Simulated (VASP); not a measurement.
A run of VASP 6.6.1 is set up as follows.

Contents of INCAR:

```
SYSTEM = C3O
ALGO     = Normal         ! electronic algorithm
EDIFF    = 1E-6           ! SCF threshold, eV
ENCUT    = 520            ! plane-wave cutoff, eV
GGA      = PE             ! functional
ISIF     = 2              ! what is computed and relaxed
ISMEAR   = 0              ! smearing method
IVDW     = 12             ! dispersion correction
LASPH    = .TRUE.         ! aspherical terms in the spheres
LCHARG   = .FALSE.        ! write CHGCAR
LREAL    = .FALSE.        ! projectors in reciprocal space
LWAVE    = .FALSE.        ! write WAVECAR
NBANDS   = 28             ! bands
NELM     = 60             ! most SCF steps
PREC     = Accurate       ! precision mode
SIGMA    = 0.1            ! smearing width, eV
```

KPOINTS

```
k-points
0
G
  16 16 4
  0 0 0
```

File POSCAR:

```
C3O
1.0
    3.3840541963     -1.1568055599     -0.0340798863
    3.3840541963      1.1568055599     -0.0340798863
   -1.3814421021      0.0000000000     11.1670081907
C O
6 2
Direct
    0.4192897346      0.4192897346      0.6721349080
    0.6735667273      0.6735667273      0.1367135823
    0.9740079582      0.9740079582      0.7485157076
    0.6327649474      0.6327649474      0.2508454187
    0.4550358263      0.4550358263      0.8253563399
    0.5914816018      0.5914816018      0.3648937129
    0.1959430755      0.1959430755      0.0727649549
    0.0688644190      0.0688644190      0.4287753756
```

Potentials or basis: VASP PAW PBE potentials, release 64 (C, O).

Run with:

```console
$ cat potpaw_PBE.64/C/POTCAR potpaw_PBE.64/O/POTCAR > POTCAR
$ mpirun -np 1 vasp_std > vasp.out
```

Question: Predict the largest force.

Answer: 0.124 eV/Å.

Question: What does it give for the band gap on the k mesh?

Answer: Zero (bands 18 and 19 overlap by 3.18 eV).

Question: What does it give for the dispersion energy per atom?

Answer: -0.107 eV.

Question: Estimate the pressure.

Answer: 0.6 GPa.

Stress tensor (GPa, compression positive):
```
-0.11  0.00 -0.12
 0.00  1.65  0.00
-0.12  0.00  0.37
```
